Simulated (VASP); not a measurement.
# H3C2N in VASP: further runs, part 2 of 3

VASP 6.6.1.

### Step 4. Single point, PBE

The input, INCAR:

```
ALGO = Normal
EDIFF = 1E-6
ENCUT = 520
GGA = PE
GGA_COMPAT = F
ISIF = 2
ISMEAR = -1
LASPH = T
LCHARG = F
LREAL = Auto
LWAVE = F
NBANDS = 72
NELM = 120
PREC = Accurate
SIGMA = 0.05
```

The input, KPOINTS:

```
k-points
0
Gamma
  1 1 1
```

The input, POSCAR:

```
H3C2N
1.0
    8.0517480000      0.0000000000      0.0000000000
    0.0000000000      8.0517480000      0.0000000000
    0.0000000000      0.0000000000      8.0517480000
C N H
12 6 18
Direct
    0.7336419371      0.8620239978      0.8425623852
    0.7586178802      0.9969636407      0.9538177300
    0.1027106164      0.4062596097      0.8753378769
    0.1633806721      0.2486789204      0.9514579940
    0.3105785228      0.6012731645      0.5378459435
    0.4019624062      0.5678891093      0.6845470077
    0.1688825830      0.9949392356      0.2749837675
    0.0971093482      0.9542524182      0.4499271463
    0.6996989970      0.1274133269      0.5189680551
    0.8280934773      0.2689850701      0.5408887610
    0.6424070897      0.5357097614      0.1382184341
    0.8058498602      0.5145093960      0.1755022636
    0.7558234560      1.1094485322      1.0410286065
    0.2004782067      0.1137516971      0.9980814104
    0.4902413737      0.5354737878      0.7929830889
    0.0417300690      0.9657654462      0.5820351059
    0.9230914827      0.3695098257      0.5576428870
    0.9356353428      0.5829790003      0.1803459323
    0.7645172204      0.8520510081      0.7164407033
    0.8441396825      0.7819544278      0.8905519646
    0.6251934363      0.8092652676      0.8558265857
   -0.0343279497      0.3934052581      0.8344647647
    0.1192039294      0.5185830456      0.9557551975
    0.1921446126      0.4244419969      0.7741300398
    0.2388922256      0.4971963852      0.4829510313
    0.2153942225      0.7148385667      0.5510480457
    0.3883504551      0.6616327287      0.4497905300
    0.1575931090      1.1284009385      0.2444810742
    0.2995250224      0.9882201977      0.2660664492
    0.1035303142      0.9121621789      0.1900581091
    0.6110722790      0.1241717947      0.6274538150
    0.6659671912      0.1385661846      0.3843637431
    0.7839415739      0.0084453711      0.5299842966
    0.6463068640      0.5996710280      0.0142329343
    0.5588848533      0.4657373778      0.0752507406
    0.5813271851      0.5722484112      0.2608501905
```

Potentials or basis: VASP PAW PBE potentials, release 64 (C, N, H).

Run with:

```
cat potpaw_PBE.64/C/POTCAR potpaw_PBE.64/N/POTCAR potpaw_PBE.64/H/POTCAR > POTCAR
mpirun -np 1 vasp_gam > vasp.out
```

OUTCAR:

```text
EDIFF = 1E-6
   ENCUT = 520
   GGA = PE
   ISIF = 2
   ISMEAR = -1
   LASPH = T
   LREAL = Auto
   NELM = 120
   PREC = Accurate

 ion  position               nearest neighbor table
   1  0.734  0.862  0.843-  21 0.98  19 1.05  20 1.16   2 1.42
   2  0.759  0.997  0.954-  13 1.15   1 1.42
   3  0.103  0.406  0.875-  24 1.10  23 1.12  22 1.16   4 1.49
   4  0.163  0.249  0.951-  14 1.19   3 1.49
   5  0.311  0.601  0.538-  27 1.06  25 1.11  26 1.20   6 1.42
   6  0.402  0.568  0.685-  15 1.16   5 1.42
   7  0.169  0.995  0.275-  29 1.06  30 1.09  28 1.11   8 1.56
   8  0.097  0.954  0.450-  16 1.16   7 1.56
   9  0.700  0.127  0.519-  32 1.12  31 1.13  33 1.18  10 1.55
  10  0.828  0.269  0.541-  17 1.12   9 1.55
  11  0.642  0.536  0.138-  35 1.01  34 1.12  36 1.14  12 1.36
  12  0.806  0.515  0.176-  18 1.18  11 1.36
  13  0.756  0.109  0.041-   2 1.15
  14  0.200  0.114  0.998-   4 1.19
  15  0.490  0.535  0.793-   6 1.16
  16  0.042  0.966  0.582-   8 1.16
  17  0.923  0.370  0.558-  10 1.12
  18  0.936  0.583  0.180-  12 1.18
[... 16 lines left out ...]
  35  0.559  0.466  0.075-  11 1.01
  36  0.581  0.572  0.261-  11 1.14

  LATTYP: Found a simple cubic cell.
 ALAT       =     8.0517480000

  Lattice vectors:

 A1 = (   8.0517480000,   0.0000000000,   0.0000000000)
 A2 = (   0.0000000000,   8.0517480000,   0.0000000000)
 A3 = (   0.0000000000,   0.0000000000,   8.0517480000)

Analysis of symmetry for initial positions (statically):
=====================================================================
 Subroutine PRICEL returns:
 Original cell was already a primitive cell.

 Routine SETGRP: Setting up the symmetry group for a
 simple cubic supercell.

 Subroutine GETGRP returns: Found  1 space group operations
 (whereof  1 operations were pure point group operations)
 out of a pool of 48 trial point group operations.

The static configuration has the point symmetry C_1 .

Analysis of symmetry for dynamics (positions and initial velocities):
=====================================================================
 Subroutine PRICEL returns:
 Original cell was already a primitive cell.

 Routine SETGRP: Setting up the symmetry group for a
 simple cubic supercell.

 Subroutine GETGRP returns: Found  1 space group operations
 (whereof  1 operations were pure point group operations)
 out of a pool of 48 trial point group operations.

The dynamic configuration has the point symmetry C_1 .

 Subroutine INISYM returns: Found  1 space group operations
 (whereof  1 operations are pure point group operations),
 and found     1 'primitive' translations

----------------------------------------------------------------------------------------

                                     Primitive cell

  volume of cell :     522.0000

  direct lattice vectors                    reciprocal lattice vectors
     8.051748000  0.000000000  0.000000000     0.124196634  0.000000000  0.000000000
     0.000000000  8.051748000  0.000000000     0.000000000  0.124196634  0.000000000
     0.000000000  0.000000000  8.051748000     0.000000000  0.000000000  0.124196634

  length of vectors
     8.051748000  8.051748000  8.051748000     0.124196634  0.124196634  0.124196634

  position of ions in fractional coordinates (direct lattice)
     0.733641937  0.862023998  0.842562385
     0.758617880  0.996963641  0.953817730
     0.102710616  0.406259610  0.875337877
     0.163380672  0.248678920  0.951457994
     0.310578523  0.601273165  0.537845944
     0.401962406  0.567889109  0.684547008
[... 28 lines left out ...]
     0.558884853  0.465737378  0.075250741
     0.581327185  0.572248411  0.260850191

  ion indices of the primitive-cell ions
   primitive index   ion index
                 1           1
                 2           2
                 3           3
                 4           4
                 5           5
                 6           6
[... 28 lines left out ...]
                35          35
                36          36

----------------------------------------------------------------------------------------

 KPOINTS: k-points

Automatic generation of k-mesh.
 Grid dimensions read from file:
 generate k-points for:    1    1    1

 Generating k-lattice:

  Cartesian coordinates                     Fractional coordinates (reciprocal lattice)
     0.124196634  0.000000000  0.000000000     1.000000000  0.000000000  0.000000000
     0.000000000  0.124196634  0.000000000     0.000000000  1.000000000  0.000000000
     0.000000000  0.000000000  0.124196634     0.000000000  0.000000000  1.000000000

  Length of vectors
     0.124196634  0.124196634  0.124196634

  Shift w.r.t. Gamma in fractional coordinates (k-lattice)
     0.000000000  0.000000000  0.000000000

 Subroutine IBZKPT returns following result:
 ===========================================

 Found      1 irreducible k-points:

 Following reciprocal coordinates:
            Coordinates               Weight
  0.000000  0.000000  0.000000      1.000000
   k-points           NKPTS =      1   k-points in BZ     NKDIM =      1   number of bands    NBANDS=     72
   number of dos      NEDOS =    301   number of ions     NIONS =     36
   total plane-waves  NPLWV = 216000
   dimension x,y,z NGX =    60 NGY =   60 NGZ =   60
   dimension x,y,z NGXF=   120 NGYF=  120 NGZF=  120
   ions per type =              12   6  18
   NGX,Y,Z   is equivalent  to a cutoff of  12.39, 12.39, 12.39 a.u.
   NGXF,Y,Z  is equivalent  to a cutoff of  24.78, 24.78, 24.78 a.u.
 SYSTEM =  unknown system
   PREC   = accura    normal or accurate (medium, high low for compatibility)
   ISTART =      0    job   : 0-new  1-cont  2-samecut
   ICHARG =      2    charge: 1-file 2-atom 10-const
   ISPIN  =      1    spin polarized calculation?
   LNONCOLLINEAR =      F non collinear calculations
   LSORBIT =      F    spin-orbit coupling
   LASPH  =      T    aspherical Exc in radial PAW
   ENCUT  =  520.0 eV  38.22 Ry    6.18 a.u.  14.97 14.97 14.97*2*pi/ulx,y,z
   NELM   =    120;   NELMIN=  2; NELMDL= -5     # of ELM steps
   EDIFF  = 0.1E-05   stopping-criterion for ELM
   LREAL  =      T    real-space projection
   EDIFFG = 0.1E-04   stopping-criterion for IOM
   NSW    =      0    number of steps for IOM
   IBRION =     -1    ionic relax: 0-MD 1-quasi-New 2-CG
   NFREE  =      0    steps in history (QN), initial steepest desc. (CG)
   ISIF   =      2    stress and relaxation
   ISYM   =      2    0-nonsym 1-usesym 2-fastsym
   POTIM  = 0.5000    time-step for ionic-motion
   TEBEG  =    0.0;   TEEND  =   0.0 temperature during run
   PSTRESS=    0.0 pullay stress
   NELECT =      96.0000    total number of electrons
   NUPDOWN=      -1.0000    fix difference up-down
   EMIN   =  10.00;   EMAX   =-10.00  energy-range for DOS
   EFERMI =   0.00;   METHOD = LEGACY
   ISMEAR =    -1;   SIGMA  =   0.05  broadening in eV -4-tet -1-fermi 0-gaus
   EFERMI_NEDOS =   21; number of points for ismear=-14 and -15
   IALGO  =     38    algorithm
   IMIX   =      4    mixing-type and parameters
     AMIX     =   0.40;   BMIX     =  1.00
     AMIX_MAG =   1.60;   BMIX_MAG =  1.00
  volume/ion in A,a.u.               =      14.50        97.85
  Fermi-wavevector in a.u.,A,eV,Ry     =   0.930983  1.759303 11.792568  0.866729
  Thomas-Fermi vector in A             =   2.057429
   LORBIT       =      0    0 simple, 1 ext, 2 COOP (PROOUT), +10 PAW based schemes
   GGA     = PE    functional components
   LHFCALC =     F    Hartree Fock is set to
   AEXX    =    0.0000 exact exchange contribution
   IVDW    =     0    specifies the selected vdW correction
   LEPSILON=     F    determine dielectric tensor
   LRPA    =     F    only Hartree local field effects (RPA)
 non-spin polarized calculation
  energy-cutoff  :      520.00
  volume of cell :      522.00
 maximum number of plane-waves:      6999
 NGX is ok and might be reduce to    60
   NGX = 29   NGY = 29   NGZ = 29

 number of electron      95.9999993 magnetization

 Free energy of the ion-electron system (eV)
  ---------------------------------------------------
  ext. energy  EPLUGINS =         0.00000000
  ---------------------------------------------------
  free energy    TOTEN  =      -216.20496206 eV

  energy without entropy =     -216.20496206  energy(sigma->0) =     -216.20496206

 E-fermi :  -2.6250     XC(G=0):  -6.1874

 val. band max:       -3.8790128794   @ k =   0.0000   0.0000   0.0000
 cond. band min:       1.2178420158   @ k =   0.0000   0.0000   0.0000
 fundamental gap:      5.0968548952
 Fermi energy:        -2.6249895058

 k-point     1 :       0.0000    0.0000    0.0000
  band No.  band energies     occupation
      1     -20.1689      2.00000
      2     -19.8132      2.00000
      3     -19.7068      2.00000
      4     -19.6332      2.00000
      5     -19.4183      2.00000
      6     -19.0544      2.00000
[... 52 lines left out ...]
     59       3.0575      0.00000
     60       3.2600      0.00000
 [bands above 60 left out]

------------------------ aborting loop because EDIFF is reached ----------------------------------------

  FORCE on cell =-STRESS in cart. coord.  units (eV):
  Direction    XX          YY          ZZ          XY          YZ          ZX
  --------------------------------------------------------------------------------------
  -------------------------------------------------------------------------------------
  Total       10.9473056      2.1617535      5.5887103      5.5561137      1.5535768      1.2433346
  in kB       33.6006209      6.6350810     17.1534570     17.0534080      4.7684010      3.8161732
  external PRESSURE =      19.1297196 kB  Pullay stress =       0.0000000 kB

 VOLUME and BASIS-vectors are now :
 -----------------------------------------------------------------------------
  energy-cutoff  :      520.00
  volume of cell :      522.00
      direct lattice vectors                 reciprocal lattice vectors
     8.051748000  0.000000000  0.000000000     0.124196634  0.000000000  0.000000000
     0.000000000  8.051748000  0.000000000     0.000000000  0.124196634  0.000000000
     0.000000000  0.000000000  8.051748000     0.000000000  0.000000000  0.124196634

 POSITION                                       TOTAL-FORCE (eV/Angst)
 -----------------------------------------------------------------------------------
      5.90710      6.94080      6.78410         6.299014     -0.273916      1.717168
      6.10820      8.02730      7.67990        -0.871687     -0.142279     -2.228756
      0.82700      3.27110      7.04800        -0.191420     -0.529250      0.586070
      1.31550      2.00230      7.66090        -0.365518     -1.047788      0.247883
      2.50070      4.84130      4.33060        -2.851535      2.019257     -0.268258
      3.23650      4.57250      5.51180        -0.107815     -0.055422     -0.701216
[... 28 lines left out ...]
      4.50000      3.75000      0.60590        -1.772250     -4.008145     -0.618730
      4.68070      4.60760      2.10030         0.051051      0.713926     -1.540130
 -----------------------------------------------------------------------------------
    total drift:                                0.004571      0.002330      0.033066

  FREE ENERGIE OF THE ION-ELECTRON SYSTEM (eV)
  ---------------------------------------------------
  free  energy   TOTEN  =      -216.2049620589 eV

  energy  without entropy=     -216.2049620589  energy(sigma->0) =     -216.20496206
```

It took 54 s on 1 thread of AMD EPYC 9R14 (Zen 4), shared host; peak memory 0.43 GiB.

What came out:

* Free energy: -216.2050 eV
* Pressure: 1.9 GPa
* Largest force: 8.028 eV/Å
* Band gap on the k mesh: 5.10 eV

Forces on the atoms (eV/Å):
```
C    6.299 -0.274  1.717
C   -0.872 -0.142 -2.229
C   -0.191 -0.529  0.586
C   -0.366 -1.048  0.248
C   -2.852  2.019 -0.268
C   -0.108 -0.055 -0.701
C   -2.115 -0.414  2.539
C    1.877  1.617 -2.950
C    3.057  0.120  0.230
C   -5.594 -5.732 -0.548
C   -2.287  1.785  0.976
C    4.330  1.302 -0.288
N    0.267  1.710  1.786
N   -0.055  2.608 -1.792
N    0.633 -0.160  0.916
N   -0.421 -0.625  1.162
N    3.793  4.205  0.365
N   -0.177 -1.453  0.630
H    0.511  1.300 -1.679
H   -1.494 -0.176 -0.339
H   -4.677 -2.461  1.036
H    1.849  0.116  0.388
H   -0.225 -0.838 -0.026
H   -0.714 -0.041 -0.344
H    0.337  0.212  0.306
H    1.084 -1.965  0.456
H    1.090 -0.001 -1.075
H   -1.012 -0.470  0.534
H    1.479 -0.994  0.218
H    0.200  0.214 -0.268
H    0.191  0.338 -1.297
H   -0.722 -0.218  0.922
H   -1.275  1.644 -0.242
H   -0.117  1.699  1.191
H   -1.772 -4.008 -0.619
H    0.051  0.714 -1.540
```

Caveat: the k points lie up to 0.78 Å⁻¹ apart.

### Step 5. Single point, PBE

The input, INCAR:

```
ALGO = Normal ; EDIFF = 1E-6
ENCUT = 520 ; GGA = PE
GGA_COMPAT = False ; ISIF = 2
ISMEAR = -1 ; LASPH = True
LCHARG = False ; LREAL = Auto
LWAVE = False ; NBANDS = 72
NELM = 120 ; PREC = Accurate
SIGMA = 0.05
```

KPOINTS is that of step 4.

The input, POSCAR:

```
H3C2N
1.0
    8.0517480000      0.0000000000      0.0000000000
    0.0000000000      8.0517480000      0.0000000000
    0.0000000000      0.0000000000      8.0517480000
C N H
12 6 18
Direct
    0.8307512853      0.8176733797      0.8903035713
    0.7396033756      0.9770425006      0.9491603562
    0.0863663393      0.3447201775      0.8771511478
    0.2092961677      0.2223989126      0.9173908572
    0.3303257876      0.6388302267      0.5152421561
    0.3866986398      0.5915734074      0.7037850663
    0.1259105476      1.0007640577      0.3048033793
    0.0640109452      0.9755521410      0.4713510656
    0.6446550488      0.1384544077      0.5073059912
    0.7738319679      0.2817400644      0.5258237093
    0.6428541976      0.4712020297      0.1371130840
    0.8059367978      0.5499178563      0.1438818006
    0.6970908677      1.1089393260      0.9879469651
    0.3147391101      0.1298972596      0.9618284129
    0.3963859773      0.5670073132      0.8425002869
    0.0266525977      0.9297360027      0.6034093466
    0.8720094071      0.3790357075      0.5366660755
    0.9500048933      0.5644240232      0.1757754962
    0.8283542903      0.8255474463      0.7514517345
    0.9616793770      0.8029560786      0.9144722363
    0.7685039323      0.7146522718      0.8913095641
   -0.0275219741      0.2917751524      0.9204585141
    0.1172788816      0.4462757652      0.9639521754
    0.0737107023      0.3961748430      0.7588165949
    0.4158600095      0.5687212267      0.4189028271
    0.2014469405      0.6557582279      0.4881424506
    0.3837303403      0.7640576928      0.4797964367
    0.0668798874      1.0890678645      0.2297389337
    0.2599187158      1.0347318371      0.3008290871
    0.1251653678      0.8734004095      0.2496973328
    0.5282828027      0.1977458808      0.5270780953
    0.6631479276      0.0686931583      0.3960009677
    0.6422456341      0.0714006449      0.6336512270
    0.6122273077      0.3881641601      0.0241438257
    0.6792189721      0.3603937928      0.2186854333
    0.5688578430      0.5401187419      0.2288198786
```

Run with:

```
cat potpaw_PBE.64/C/POTCAR potpaw_PBE.64/N/POTCAR potpaw_PBE.64/H/POTCAR > POTCAR
mpirun -np 1 vasp_gam > vasp.out
```

It took 51 s on 1 thread of AMD EPYC 9R14 (Zen 4), shared host; peak memory 0.44 GiB.

The run converged. Its results:

* Free energy: -217.0430 eV
* Pressure: 0.5 GPa
* Largest force: 9.089 eV/Å
* Band gap on the k mesh: 5.38 eV

Forces in eV/Å, atoms in the order of the input:
```
C    0.573  6.164 -2.074
C    2.363 -3.057 -0.699
C    0.576 -0.006  2.561
C    2.230 -1.408 -0.074
C    4.687  0.088  0.686
C   -2.225  1.831 -6.982
C    1.739 -1.802  0.521
C    0.288 -0.008 -0.052
C    1.911  1.950  3.357
C   -5.959 -6.796 -0.967
C    1.521 -2.279  1.141
C    2.895 -0.980  0.580
N   -0.330  0.614  0.241
N   -1.607  1.037 -0.552
N    0.665 -0.628  3.385
N    0.062  0.349 -0.164
N    4.530  4.764  0.563
N   -2.493  0.619 -0.690
H    0.266  0.741  0.376
H    0.267  0.393  0.767
H   -3.264 -4.886  1.472
H   -1.168 -0.136  0.040
H   -0.271  0.129 -0.131
H    0.131  0.160 -1.898
H   -1.901  0.100  1.499
H   -0.938 -0.899  0.262
H   -0.250 -0.388  1.058
H   -1.163  1.007 -0.850
H   -0.375  0.060  0.365
H   -0.306  0.552 -0.257
H   -1.356  0.596 -0.863
H   -0.042 -0.494 -0.511
H    0.753  0.010 -1.535
H   -0.388  1.959  0.923
H   -0.323  0.616 -0.343
H   -1.095  0.028 -1.159
```

Stress tensor (GPa, compression positive):
```
 1.22  1.92 -0.39
 1.92  0.76 -0.96
-0.39 -0.96 -0.43
```

Levels at points of the mesh, in eV from the valence-band top:
| k point | band 45 | band 46 | band 47 | band 48 | band 49 | band 50 | band 51 | band 52 |
| --- | --- | --- | --- | --- | --- | --- | --- | --- |
| (0.00, 0.00, 0.00) | -0.61 | -0.27 | -0.12 | 0.00 | 5.38 | 5.99 | 6.23 | 6.38 |

Caveat: the k points lie up to 0.78 Å⁻¹ apart; the atoms stand as in a frame of molecular dynamics.

[end of part 2 of 3]
